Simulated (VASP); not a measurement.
# Mo (Im-3m) in VASP: a series of runs

Mo is run at these levels: PBE; tasks: single point.

Program: VASP 6.6.1. These are calculated values, not measurements. Logs are shortened: lines on timing, memory, paths and dates and some standing lists are left out, and cuts for length are marked.

### 1 The cell of the first run

It takes space group Im-3m (No. 229, cubic). The conventional cell has a = 2.971 Å, b = 2.971 Å, c = 2.971 Å, α = 90.00°, β = 90.00°, γ = 90.00°. Mo (site symmetry m-3m) has 14 Mo at 2.57 to 2.97 Å within 3.4 Å.

### 2 Single point, PBE (equal strain along all axes, cell held: -6.0 %)

INCAR reads:

```
SYSTEM = Mo
ALGO = Normal
EDIFF = 1E-6
ENCUT = 520
GGA = PE
ISIF = 2
ISMEAR = 0
LASPH = .True.
LCHARG = .False.
LREAL = .False.
LWAVE = .False.
NBANDS = 21
NELM = 80
PREC = Accurate
SIGMA = 0.1
```

KPOINTS reads:

```
k-points
0
Gamma
  16 16 16
  0 0 0
```

POSCAR reads:

```
Mo
1.0
    2.9709660531      0.0000000000      0.0000000000
    0.0000000000      2.9709660531      0.0000000000
    0.0000000000      0.0000000000      2.9709660531
Mo
2
Direct
    0.0000000000      0.0000000000      0.0000000000
    0.5000000000      0.5000000000      0.5000000000
```

Potentials or basis: VASP PAW PBE potentials, release 64 (Mo_sv).

Launch:

```console
$ cat potpaw_PBE.64/Mo_sv/POTCAR > POTCAR
$ mpirun -np 1 vasp_std > vasp.out
```

OUTCAR:

```text
SYSTEM = Mo
   EDIFF = 1E-6
   ENCUT = 520
   GGA = PE
   ISIF = 2
   ISMEAR = 0
   LASPH = .True.
   LREAL = .False.
   NELM = 80
   PREC = Accurate

 ion  position               nearest neighbor table
   1  0.000  0.000  0.000-   2 2.57   2 2.57   2 2.57   2 2.57   2 2.57   2 2.57   2 2.57   2 2.57

   2  0.500  0.500  0.500-   1 2.57   1 2.57   1 2.57   1 2.57   1 2.57   1 2.57   1 2.57   1 2.57

  LATTYP: Found a simple cubic cell.
 ALAT       =     2.9709660531

  Lattice vectors:

 A1 = (   2.9709660531,   0.0000000000,   0.0000000000)
 A2 = (   0.0000000000,   2.9709660531,   0.0000000000)
 A3 = (   0.0000000000,   0.0000000000,   2.9709660531)

Analysis of symmetry for initial positions (statically):
=====================================================================
 Subroutine PRICEL returns following result:

  LATTYP: Found a body centered cubic cell.
 ALAT       =     2.9709660531

  Lattice vectors:

 A1 = (   1.4854830266,   1.4854830266,  -1.4854830265)
 A2 = (  -1.4854830266,   1.4854830265,   1.4854830265)
 A3 = (   1.4854830266,  -1.4854830265,   1.4854830266)

   2 primitive cells build up your supercell.

 Routine SETGRP: Setting up the symmetry group for a
 simple cubic supercell.

 Subroutine GETGRP returns: Found 48 space group operations
 (whereof 48 operations were pure point group operations)
 out of a pool of 48 trial point group operations.

The static configuration has the point symmetry O_h .

Analysis of symmetry for dynamics (positions and initial velocities):
=====================================================================
 Subroutine PRICEL returns following result:

  LATTYP: Found a body centered cubic cell.
 ALAT       =     2.9709660531

  Lattice vectors:

 A1 = (   1.4854830266,   1.4854830266,  -1.4854830265)
 A2 = (  -1.4854830266,   1.4854830265,   1.4854830265)
 A3 = (   1.4854830266,  -1.4854830265,   1.4854830266)

   2 primitive cells build up your supercell.

 Routine SETGRP: Setting up the symmetry group for a
 simple cubic supercell.

 Subroutine GETGRP returns: Found 48 space group operations
 (whereof 48 operations were pure point group operations)
 out of a pool of 48 trial point group operations.

The dynamic configuration has the point symmetry O_h .

 Subroutine INISYM returns: Found 48 space group operations
 (whereof 48 operations are pure point group operations),
 and found     2 'primitive' translations

----------------------------------------------------------------------------------------

                                     Primitive cell

  volume of cell :      13.1118

  direct lattice vectors                    reciprocal lattice vectors
     1.485483027  1.485483027 -1.485483027     0.336590854  0.336590854  0.000000000
    -1.485483027  1.485483027  1.485483027    -0.000000000  0.336590854  0.336590854
     1.485483027 -1.485483027  1.485483027     0.336590854  0.000000000  0.336590854

  length of vectors
     2.572932076  2.572932076  2.572932076     0.476011350  0.476011350  0.476011350

  position of ions in fractional coordinates (direct lattice)
     0.000000000  0.000000000  0.000000000

  ion indices of the primitive-cell ions
   primitive index   ion index
                 1           1

----------------------------------------------------------------------------------------

 KPOINTS: k-points

Automatic generation of k-mesh.
 Grid dimensions read from file:
 generate k-points for:   16   16   16

 Generating k-lattice:

  Cartesian coordinates                     Fractional coordinates (reciprocal lattice)
     0.021036928  0.000000000  0.000000000     0.062500000  0.000000000  0.000000000
     0.000000000  0.021036928  0.000000000     0.000000000  0.062500000  0.000000000
     0.000000000  0.000000000  0.021036928     0.000000000  0.000000000  0.062500000

  Length of vectors
     0.021036928  0.021036928  0.021036928

  Shift w.r.t. Gamma in fractional coordinates (k-lattice)
     0.000000000  0.000000000  0.000000000

 Subroutine IBZKPT returns following result:
 ===========================================

 Found    165 irreducible k-points:

 Following reciprocal coordinates:
            Coordinates               Weight
  0.000000  0.000000  0.000000      1.000000
  0.062500  0.000000  0.000000      6.000000
  0.125000  0.000000  0.000000      6.000000
  0.187500  0.000000  0.000000      6.000000
  0.250000  0.000000  0.000000      6.000000
  0.312500  0.000000  0.000000      6.000000
[... 16 lines left out ...]
  0.437500  0.125000  0.000000     24.000000
  0.500000  0.125000  0.000000     12.000000
 [... further k-points ...]
   k-points           NKPTS =    165   k-points in BZ     NKDIM =    165   number of bands    NBANDS=     21
   number of dos      NEDOS =    301   number of ions     NIONS =      2
   total plane-waves  NPLWV =  13824
   dimension x,y,z NGX =    24 NGY =   24 NGZ =   24
   dimension x,y,z NGXF=    48 NGYF=   48 NGZF=   48
   ions per type =               2
   NGX,Y,Z   is equivalent  to a cutoff of  13.43, 13.43, 13.43 a.u.
   NGXF,Y,Z  is equivalent  to a cutoff of  26.86, 26.86, 26.86 a.u.
 SYSTEM =  Mo
   PREC   = accura    normal or accurate (medium, high low for compatibility)
   ISTART =      0    job   : 0-new  1-cont  2-samecut
   ICHARG =      2    charge: 1-file 2-atom 10-const
   ISPIN  =      1    spin polarized calculation?
   LNONCOLLINEAR =      F non collinear calculations
   LSORBIT =      F    spin-orbit coupling
   LASPH  =      T    aspherical Exc in radial PAW
   ENCUT  =  520.0 eV  38.22 Ry    6.18 a.u.   5.52  5.52  5.52*2*pi/ulx,y,z
   NELM   =     80;   NELMIN=  2; NELMDL= -5     # of ELM steps
   EDIFF  = 0.1E-05   stopping-criterion for ELM
   LREAL  =      F    real-space projection
   EDIFFG = 0.1E-04   stopping-criterion for IOM
   NSW    =      0    number of steps for IOM
   IBRION =     -1    ionic relax: 0-MD 1-quasi-New 2-CG
   NFREE  =      0    steps in history (QN), initial steepest desc. (CG)
   ISIF   =      2    stress and relaxation
   ISYM   =      2    0-nonsym 1-usesym 2-fastsym
   POTIM  = 0.5000    time-step for ionic-motion
   TEBEG  =    0.0;   TEEND  =   0.0 temperature during run
   PSTRESS=    0.0 pullay stress
   NELECT =      28.0000    total number of electrons
   NUPDOWN=      -1.0000    fix difference up-down
   EMIN   =  10.00;   EMAX   =-10.00  energy-range for DOS
   EFERMI =   0.00;   METHOD = LEGACY
   ISMEAR =     0;   SIGMA  =   0.10  broadening in eV -4-tet -1-fermi 0-gaus
   EFERMI_NEDOS =   21; number of points for ismear=-14 and -15
   IALGO  =     38    algorithm
   IMIX   =      4    mixing-type and parameters
     AMIX     =   0.40;   BMIX     =  1.00
     AMIX_MAG =   1.60;   BMIX_MAG =  1.00
  volume/ion in A,a.u.               =      13.11        88.48
  Fermi-wavevector in a.u.,A,eV,Ry     =   1.673259  3.162001 38.093530  2.799795
  Thomas-Fermi vector in A             =   2.758262
   LORBIT       =      0    0 simple, 1 ext, 2 COOP (PROOUT), +10 PAW based schemes
   GGA     = PE    functional components
   LHFCALC =     F    Hartree Fock is set to
   AEXX    =    0.0000 exact exchange contribution
   IVDW    =     0    specifies the selected vdW correction
   LEPSILON=     F    determine dielectric tensor
   LRPA    =     F    only Hartree local field effects (RPA)
 non-spin polarized calculation
 Gauss-broadening in eV      SIGMA  =   0.10
  energy-cutoff  :      520.00
  volume of cell :       26.22
 maximum number of plane-waves:       739
 NGX is ok and might be reduce to    24
   NGX = 11   NGY = 11   NGZ = 11

 number of electron      27.9999999 magnetization

 Free energy of the ion-electron system (eV)
  ---------------------------------------------------
  ext. energy  EPLUGINS =         0.00000000
  ---------------------------------------------------
  free energy    TOTEN  =       -20.83724677 eV

  energy without entropy =      -20.83110426  energy(sigma->0) =      -20.83417551

 E-fermi :  15.6972     XC(G=0): -14.4090

 val. band max:       15.6968184403   @ k =   0.2500   0.1250   0.0625
 cond. band min:      15.7004990858   @ k =   0.5000   0.3750   0.1250
 fundamental gap:      0.0036806455
 Fermi energy:        15.6972134959

 k-point     1 :       0.0000    0.0000    0.0000
  band No.  band energies     occupation
      1     -45.7586      2.00000
      2     -44.8726      2.00000
      3     -20.0871      2.00000
      4     -20.0871      2.00000
      5     -20.0871      2.00000
      6     -18.4775      2.00000
[... 13 lines left out ...]
     20      26.2344      0.00000
     21      26.2344      0.00000

 k-point     2 :       0.0625    0.0000    0.0000
  band No.  band energies     occupation
      1     -45.7488      2.00000
      2     -44.8797      2.00000
      3     -20.0905      2.00000
      4     -20.0715      2.00000
      5     -20.0715      2.00000
      6     -18.5136      2.00000
[... 13 lines left out ...]
     20      25.9907      0.00000
     21      26.6892      0.00000

 k-point     3 :       0.1250    0.0000    0.0000
  band No.  band energies     occupation
      1     -45.7202      2.00000
      2     -44.9009      2.00000
      3     -20.0983      2.00000
      4     -20.0253      2.00000
      5     -20.0253      2.00000
      6     -18.6177      2.00000
[... 13 lines left out ...]
     20      25.3342      0.00000
     21      27.8194      0.00000
[... 457 lines left out ...]
 k-point    23 :       0.4375    0.1250    0.0000
  band No.  band energies     occupation
      1     -45.3557      2.00000
      2     -45.1947      2.00000
      3     -20.1759      2.00000
      4     -19.8994      2.00000
      5     -19.4139      2.00000
      6     -19.2009      2.00000
[... 13 lines left out ...]
     20      21.1028      0.00000
     21      31.5812      0.00000

 k-point    24 :       0.5000    0.1250    0.0000
  band No.  band energies     occupation
      1     -45.2738      2.00000
      2     -45.2738      2.00000
      3     -20.0577      2.00000
      4     -20.0577      2.00000
      5     -19.2676      2.00000
      6     -19.2676      2.00000
[... 13 lines left out ...]
     20      20.2784      0.00000
     21      31.3873      0.00000

 [... further k-points ...]

------------------------ aborting loop because EDIFF is reached ----------------------------------------

  FORCE on cell =-STRESS in cart. coord.  units (eV):
  Direction    XX          YY          ZZ          XY          YZ          ZX
  --------------------------------------------------------------------------------------
  -------------------------------------------------------------------------------------
  Total       11.6987463     11.6987463     11.6987463      0.0000000      0.0000000      0.0000000
  in kB      714.7543969    714.7543969    714.7543969      0.0000000      0.0000000      0.0000000
  external PRESSURE =     714.7543969 kB  Pullay stress =       0.0000000 kB

 VOLUME and BASIS-vectors are now :
 -----------------------------------------------------------------------------
  energy-cutoff  :      520.00
  volume of cell :       26.22
      direct lattice vectors                 reciprocal lattice vectors
     2.970966053  0.000000000  0.000000000     0.336590854  0.000000000  0.000000000
     0.000000000  2.970966053  0.000000000     0.000000000  0.336590854  0.000000000
     0.000000000  0.000000000  2.970966053     0.000000000  0.000000000  0.336590854

 POSITION                                       TOTAL-FORCE (eV/Angst)
 -----------------------------------------------------------------------------------
      0.00000      0.00000      0.00000        -0.000000     -0.000000     -0.000000
      1.48548      1.48548      1.48548         0.000000      0.000000      0.000000
 -----------------------------------------------------------------------------------
    total drift:                                0.000000      0.000000     -0.000000

  FREE ENERGIE OF THE ION-ELECTRON SYSTEM (eV)
  ---------------------------------------------------
  free  energy   TOTEN  =       -20.8372467677 eV

  energy  without entropy=      -20.8311042618  energy(sigma->0) =      -20.83417551
```

Wall time 17 s (1 thread of Intel Xeon 6975P-C (Granite Rapids), shared host); peak memory 0.19 GiB.

What came out:

| Property | Result |
| --- | --- |
| Free energy | -20.8372 eV |
| Pressure | 71.5 GPa |
| Band gap on the k mesh | zero (band 14 reaches 17.81 eV, above the bottom of band 15 at 14.79 eV) |

Caveat: the cell differs from its parent crystal (equal strain along all axes, cell held: -6.0 %).

### 3 Single point, PBE (equal strain along all axes, cell held: -4.0 %)

INCAR reads:

```
SYSTEM = Mo
ALGO = Normal
EDIFF = 1E-7
ENCUT = 520
GGA = PE
ISIF = 2
ISMEAR = 0
LASPH = .True.
LCHARG = .True.
LELF = .True.
LREAL = .False.
LVHAR = .True.
LWAVE = .False.
NBANDS = 21
NELM = 80
PREC = Accurate
SIGMA = 0.1
```

KPOINTS is that of step 2.

POSCAR reads:

```
Mo
1.0
    3.0341780968      0.0000000000      0.0000000000
    0.0000000000      3.0341780968      0.0000000000
    0.0000000000      0.0000000000      3.0341780968
Mo
2
Direct
    0.0000000000      0.0000000000      0.0000000000
    0.5000000000      0.5000000000      0.5000000000
```

Potentials or basis: VASP PAW PBE potentials, release 64 (Mo_sv).

Launch:

```console
$ cat potpaw_PBE.64/Mo_sv/POTCAR > POTCAR
$ mpirun -np 1 vasp_std > vasp.out
```

Run time: 21 s. Hardware: 1 thread of Intel Xeon 6975P-C (Granite Rapids), shared host; peak memory 0.19 GiB.

The run converged. Its results:

| Property | Result |
| --- | --- |
| Free energy | -21.4353 eV |
| Pressure | 41.9 GPa |
| Band gap on the k mesh | zero (band 14 reaches 16.47 eV, above the bottom of band 15 at 13.74 eV) |

Levels at points of the mesh, in eV from the Fermi level:
```
           k point  band 11  band 12  band 13  band 14  band 15  band 16  band 17  band 18
(0.00, 0.00, 0.00)    -6.41    -1.64    -1.64    -1.64     1.82     1.82     4.62     4.62
(0.50, 0.00, 0.00)    -3.30    -3.30    -0.77    -0.77    -0.77    -0.77     0.92     0.92
(0.50, 0.50, 0.00)    -4.02    -4.02     1.93     1.93     2.10     2.10     2.66     2.66
(0.50, 0.50, 0.50)    -2.91    -2.91    -2.91    -2.91     2.82     2.82     2.82     2.82
```

Caveat: the cell differs from its parent crystal (equal strain along all axes, cell held: -4.0 %).

### 4 Single point, PBE (equal strain along all axes, cell held: -2.0 %)

INCAR reads:

```
SYSTEM = Mo
PREC = Accurate
ENCUT = 520
EDIFF = 1E-7
ISMEAR = 0
SIGMA = 0.1
LREAL = .FALSE.
LASPH = .TRUE.
NELM = 80
ALGO = Fast
ISIF = 2
LWAVE = .FALSE.
LCHARG = .TRUE.
GGA = PE
LELF = .TRUE.
LVHAR = .TRUE.
NBANDS = 21
```

KPOINTS reads:

```
regular mesh
0
G
  16 16 16
  0 0 0
```

POSCAR reads:

```
Mo
1.0
    3.0973901405      0.0000000000      0.0000000000
    0.0000000000      3.0973901405      0.0000000000
    0.0000000000      0.0000000000      3.0973901405
Mo
2
Direct
    0.0000000000      0.0000000000      0.0000000000
    0.5000000000      0.5000000000      0.5000000000
```

Launch:

```console
$ cat potpaw_PBE.64/Mo_sv/POTCAR > POTCAR
$ mpirun -np 1 vasp_std > vasp.out
```

Run time: 24 s. Hardware: 1 thread of Intel Xeon 6975P-C (Granite Rapids), shared host; peak memory 0.19 GiB.

The run converged. Its results:

- Free energy: -21.7664 eV
- Pressure: 18.6 GPa
- Band gap on the k mesh: zero (band 14 reaches 15.24 eV, above the bottom of band 15 at 12.76 eV)

Levels at points of the mesh, in eV from the Fermi level:
```tsv
k point	band 12	band 13	band 14	band 15	band 16	band 17
(0.00, 0.00, 0.00)	-1.49	-1.49	-1.49	1.73	1.73	4.26
(0.50, 0.00, 0.00)	-2.95	-0.69	-0.69	-0.69	-0.69	0.89
(0.50, 0.50, 0.00)	-3.67	1.79	1.79	1.81	1.81	2.46
(0.50, 0.50, 0.50)	-2.76	-2.76	-2.76	2.60	2.60	2.60
```

Caveat: the cell differs from its parent crystal (equal strain along all axes, cell held: -2.0 %).

(Continued in part 2 of 2.)
